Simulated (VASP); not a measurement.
# Pd (Fm-3m) in VASP: notebook

Pd is run at these levels: PBE; tasks: single point.

Program: VASP 6.6.1. These are calculated values, not measurements. Logs are shortened: lines on timing, memory, paths and dates and some standing lists are left out, and cuts for length are marked.

### Step 1. The cell of the first run

Symmetry: Fm-3m, No. 225, cubic system. The conventional cell has a = 3.947 Å, b = 3.947 Å, c = 3.947 Å, α = 90.00°, β = 90.00°, γ = 90.00°. Pd (site symmetry m-3m) has 12 Pd at 2.79 Å within 3.7 Å.

### Step 2. Single point, PBE

INCAR reads:

```
SYSTEM = Pd
  ALGO = Normal
  EDIFF = 1E-6
  ENCUT = 520
  GGA = PE
  ISIF = 2
  ISMEAR = 0
  LASPH = .True.
  LCHARG = .False.
  LREAL = .False.
  LWAVE = .False.
  NBANDS = 11
  NELM = 80
  PREC = Accurate
  SIGMA = 0.2
```

KPOINTS reads:

```
k-points
0
Gamma
  14 14 14
  0 0 0
```

POSCAR reads:

```
Pd
1.0
    0.0000000000      1.9734737307      1.9734737307
    1.9734737307      0.0000000000      1.9734737307
    1.9734737307      1.9734737307      0.0000000000
Pd
1
Direct
    0.0000000000      0.0000000000      0.0000000000
```

Potentials or basis: VASP PAW PBE potentials, release 64 (Pd).

The run is started by

```
cat potpaw_PBE.64/Pd/POTCAR > POTCAR
mpirun -np 1 vasp_std > vasp.out
```

OUTCAR:

```text
SYSTEM = Pd
   EDIFF = 1E-6
   ENCUT = 520
   GGA = PE
   ISIF = 2
   ISMEAR = 0
   LASPH = .True.
   LREAL = .False.
   NELM = 80
   PREC = Accurate

 ion  position               nearest neighbor table
   1  0.000  0.000  0.000-

  LATTYP: Found a face centered cubic cell.
 ALAT       =     3.9469474614

  Lattice vectors:

 A1 = (   0.0000000000,   1.9734737307,   1.9734737307)
 A2 = (   1.9734737307,   0.0000000000,   1.9734737307)
 A3 = (   1.9734737307,   1.9734737307,   0.0000000000)

Analysis of symmetry for initial positions (statically):
=====================================================================
 Subroutine PRICEL returns:
 Original cell was already a primitive cell.

 Routine SETGRP: Setting up the symmetry group for a
 face centered cubic supercell.

 Subroutine GETGRP returns: Found 48 space group operations
 (whereof 48 operations were pure point group operations)
 out of a pool of 48 trial point group operations.

The static configuration has the point symmetry O_h .

Analysis of symmetry for dynamics (positions and initial velocities):
=====================================================================
 Subroutine PRICEL returns:
 Original cell was already a primitive cell.

 Routine SETGRP: Setting up the symmetry group for a
 face centered cubic supercell.

 Subroutine GETGRP returns: Found 48 space group operations
 (whereof 48 operations were pure point group operations)
 out of a pool of 48 trial point group operations.

The dynamic configuration has the point symmetry O_h .

 Subroutine INISYM returns: Found 48 space group operations
 (whereof 48 operations are pure point group operations),
 and found     1 'primitive' translations

----------------------------------------------------------------------------------------

                                     Primitive cell

  volume of cell :      15.3718

  direct lattice vectors                    reciprocal lattice vectors
     0.000000000  1.973473731  1.973473731    -0.253360352  0.253360352  0.253360352
     1.973473731  0.000000000  1.973473731     0.253360352 -0.253360352  0.253360352
     1.973473731  1.973473731  0.000000000     0.253360352  0.253360352 -0.253360352

  length of vectors
     2.790913315  2.790913315  2.790913315     0.438833003  0.438833003  0.438833003

  position of ions in fractional coordinates (direct lattice)
     0.000000000  0.000000000  0.000000000

  ion indices of the primitive-cell ions
   primitive index   ion index
                 1           1

----------------------------------------------------------------------------------------

 KPOINTS: k-points

Automatic generation of k-mesh.
 Grid dimensions read from file:
 generate k-points for:   14   14   14

 Generating k-lattice:

  Cartesian coordinates                     Fractional coordinates (reciprocal lattice)
    -0.018097168  0.018097168  0.018097168     0.071428571  0.000000000  0.000000000
     0.018097168 -0.018097168  0.018097168     0.000000000  0.071428571  0.000000000
     0.018097168  0.018097168 -0.018097168     0.000000000  0.000000000  0.071428571

  Length of vectors
     0.031345215  0.031345215  0.031345215

  Shift w.r.t. Gamma in fractional coordinates (k-lattice)
     0.000000000  0.000000000  0.000000000

 Subroutine IBZKPT returns following result:
 ===========================================

 Found    104 irreducible k-points:

 Following reciprocal coordinates:
            Coordinates               Weight
  0.000000  0.000000  0.000000      1.000000
  0.071429  0.000000  0.000000      8.000000
  0.142857  0.000000  0.000000      8.000000
  0.214286  0.000000  0.000000      8.000000
  0.285714  0.000000  0.000000      8.000000
  0.357143  0.000000  0.000000      8.000000
[... 16 lines left out ...]
  0.214286  0.142857  0.000000     24.000000
  0.285714  0.142857  0.000000     24.000000
 [... further k-points ...]
   k-points           NKPTS =    104   k-points in BZ     NKDIM =    104   number of bands    NBANDS=     11
   number of dos      NEDOS =    301   number of ions     NIONS =      1
   total plane-waves  NPLWV =  13824
   dimension x,y,z NGX =    24 NGY =   24 NGZ =   24
   dimension x,y,z NGXF=    48 NGYF=   48 NGZF=   48
   ions per type =               1
   NGX,Y,Z   is equivalent  to a cutoff of  14.30, 14.30, 14.30 a.u.
   NGXF,Y,Z  is equivalent  to a cutoff of  28.59, 28.59, 28.59 a.u.
 SYSTEM =  Pd
   PREC   = accura    normal or accurate (medium, high low for compatibility)
   ISTART =      0    job   : 0-new  1-cont  2-samecut
   ICHARG =      2    charge: 1-file 2-atom 10-const
   ISPIN  =      1    spin polarized calculation?
   LNONCOLLINEAR =      F non collinear calculations
   LSORBIT =      F    spin-orbit coupling
   LASPH  =      T    aspherical Exc in radial PAW
   ENCUT  =  520.0 eV  38.22 Ry    6.18 a.u.   5.19  5.19  5.19*2*pi/ulx,y,z
   NELM   =     80;   NELMIN=  2; NELMDL= -5     # of ELM steps
   EDIFF  = 0.1E-05   stopping-criterion for ELM
   LREAL  =      F    real-space projection
   EDIFFG = 0.1E-04   stopping-criterion for IOM
   NSW    =      0    number of steps for IOM
   IBRION =     -1    ionic relax: 0-MD 1-quasi-New 2-CG
   NFREE  =      0    steps in history (QN), initial steepest desc. (CG)
   ISIF   =      2    stress and relaxation
   ISYM   =      2    0-nonsym 1-usesym 2-fastsym
   POTIM  = 0.5000    time-step for ionic-motion
   TEBEG  =    0.0;   TEEND  =   0.0 temperature during run
   PSTRESS=    0.0 pullay stress
   NELECT =      10.0000    total number of electrons
   NUPDOWN=      -1.0000    fix difference up-down
   EMIN   =  10.00;   EMAX   =-10.00  energy-range for DOS
   EFERMI =   0.00;   METHOD = LEGACY
   ISMEAR =     0;   SIGMA  =   0.20  broadening in eV -4-tet -1-fermi 0-gaus
   EFERMI_NEDOS =   21; number of points for ismear=-14 and -15
   IALGO  =     38    algorithm
   IMIX   =      4    mixing-type and parameters
     AMIX     =   0.40;   BMIX     =  1.00
     AMIX_MAG =   1.60;   BMIX_MAG =  1.00
  volume/ion in A,a.u.               =      15.37       103.73
  Fermi-wavevector in a.u.,A,eV,Ry     =   1.418514  2.680602 27.377380  2.012181
  Thomas-Fermi vector in A             =   2.539631
   LORBIT       =      0    0 simple, 1 ext, 2 COOP (PROOUT), +10 PAW based schemes
   GGA     = PE    functional components
   LHFCALC =     F    Hartree Fock is set to
   AEXX    =    0.0000 exact exchange contribution
   IVDW    =     0    specifies the selected vdW correction
   LEPSILON=     F    determine dielectric tensor
   LRPA    =     F    only Hartree local field effects (RPA)
 non-spin polarized calculation
 Gauss-broadening in eV      SIGMA  =   0.20
  energy-cutoff  :      520.00
  volume of cell :       15.37
 maximum number of plane-waves:       428
 NGX is ok and might be reduce to    24
   NGX = 11   NGY = 11   NGZ = 11

 number of electron      10.0000000 magnetization

 Free energy of the ion-electron system (eV)
  ---------------------------------------------------
  ext. energy  EPLUGINS =         0.00000000
  ---------------------------------------------------
  free energy    TOTEN  =        -5.23532486 eV

  energy without entropy =       -5.18473777  energy(sigma->0) =       -5.21003132

 E-fermi :   9.1158     XC(G=0): -12.9287

 val. band max:        9.1064705844   @ k =   0.4286   0.2857   0.0000
 cond. band min:       9.1159535350   @ k =   0.3571   0.2143   0.0714
 fundamental gap:      0.0094829505
 Fermi energy:         9.1157649350

 k-point     1 :       0.0000    0.0000    0.0000
  band No.  band energies     occupation
      1       2.2772      2.00000
      2       6.4462      2.00000
      3       6.4462      2.00000
      4       6.4462      2.00000
      5       7.9493      2.00000
      6       7.9493      2.00000
      7      26.2671      0.00000
      8      30.8076      0.00000
      9      30.8076      0.00000
     10      30.8076      0.00000
     11      35.4235      0.00000

 k-point     2 :       0.0714    0.0000    0.0000
  band No.  band energies     occupation
      1       2.4555      2.00000
      2       6.3863      2.00000
      3       6.5059      2.00000
      4       6.5059      2.00000
      5       7.9219      2.00000
      6       7.9219      2.00000
      7      26.4348      0.00000
      8      29.6431      0.00000
      9      30.9977      0.00000
     10      30.9977      0.00000
     11      35.5711      0.00000

 k-point     3 :       0.1429    0.0000    0.0000
  band No.  band energies     occupation
      1       2.9565      2.00000
      2       6.2595      2.00000
      3       6.6441      2.00000
      4       6.6441      2.00000
      5       7.8846      2.00000
      6       7.8846      2.00000
      7      26.5071      0.00000
      8      27.7527      0.00000
      9      31.5064      0.00000
     10      31.5064      0.00000
     11      35.3250      0.00000

 k-point     4 :       0.2143    0.0000    0.0000
  band No.  band energies     occupation
      1       3.6314      2.00000
      2       6.2561      2.00000
      3       6.7328      2.00000
      4       6.7328      2.00000
      5       7.9701      2.00000
      6       7.9701      2.00000
      7      24.5650      0.00000
      8      27.3841      0.00000
      9      32.0864      0.00000
     10      32.0864      0.00000
     11      34.4332      0.00000
[... 239 lines left out ...]
 k-point    22 :       0.1429    0.1429    0.0000
  band No.  band energies     occupation
      1       3.1844      2.00000
      2       5.9830      2.00000
      3       6.8602      2.00000
      4       6.8602      2.00000
      5       7.5050      2.00000
      6       8.1423      2.00000
      7      27.1594      0.00000
      8      28.7417      0.00000
      9      29.6704      0.00000
     10      29.6704      0.00000
     11      35.5097      0.00000

 k-point    23 :       0.2143    0.1429    0.0000
  band No.  band energies     occupation
      1       3.7173      2.00000
      2       5.7870      2.00000
      3       6.9530      2.00000
      4       7.0509      2.00000
      5       7.5262      2.00000
      6       8.2564      2.00000
      7      26.6211      0.00000
      8      27.7293      0.00000
      9      29.0168      0.00000
     10      30.0324      0.00000
     11      34.9390      0.00000

 k-point    24 :       0.2857    0.1429    0.0000
  band No.  band energies     occupation
      1       4.3203      2.00000
      2       5.7323      2.00000
      3       6.7333      2.00000
      4       7.1249      2.00000
      5       8.1042      2.00000
      6       8.4830      1.99999
      7      24.1164      0.00000
      8      27.5090      0.00000
      9      28.4502      0.00000
     10      30.4062      0.00000
     11      34.5896      0.00000

 [... further k-points ...]
[... 5 lines left out ...]
  --------------------------------------------------------------------------------------
  -------------------------------------------------------------------------------------
  Total       -0.0390479     -0.0390479     -0.0390479      0.0000000      0.0000000     -0.0000000
  in kB       -4.0699047     -4.0699047     -4.0699047      0.0000000      0.0000000     -0.0000000
  external PRESSURE =      -4.0699047 kB  Pullay stress =       0.0000000 kB

 VOLUME and BASIS-vectors are now :
 -----------------------------------------------------------------------------
  energy-cutoff  :      520.00
  volume of cell :       15.37
      direct lattice vectors                 reciprocal lattice vectors
     0.000000000  1.973473731  1.973473731    -0.253360352  0.253360352  0.253360352
     1.973473731  0.000000000  1.973473731     0.253360352 -0.253360352  0.253360352
     1.973473731  1.973473731  0.000000000     0.253360352  0.253360352 -0.253360352

 POSITION                                       TOTAL-FORCE (eV/Angst)
 -----------------------------------------------------------------------------------
      0.00000      0.00000      0.00000        -0.000000      0.000000     -0.000000
 -----------------------------------------------------------------------------------
    total drift:                               -0.000000      0.000000     -0.000000

  FREE ENERGIE OF THE ION-ELECTRON SYSTEM (eV)
  ---------------------------------------------------
  free  energy   TOTEN  =        -5.2353248649 eV

  energy  without entropy=       -5.1847377718  energy(sigma->0) =       -5.21003132
```

Run time: 8.9 s. Hardware: 1 thread of Intel Xeon 6975P-C, shared host; peak memory 0.15 GiB.

Results:

```
Free energy            : -5.2353 eV
Pressure               : -0.4 GPa
Band gap on the k mesh : zero (band 5 reaches 9.37 eV, above the bottom of band 6 at 7.88 eV)
```

(Part 1 of 2 ends here.)
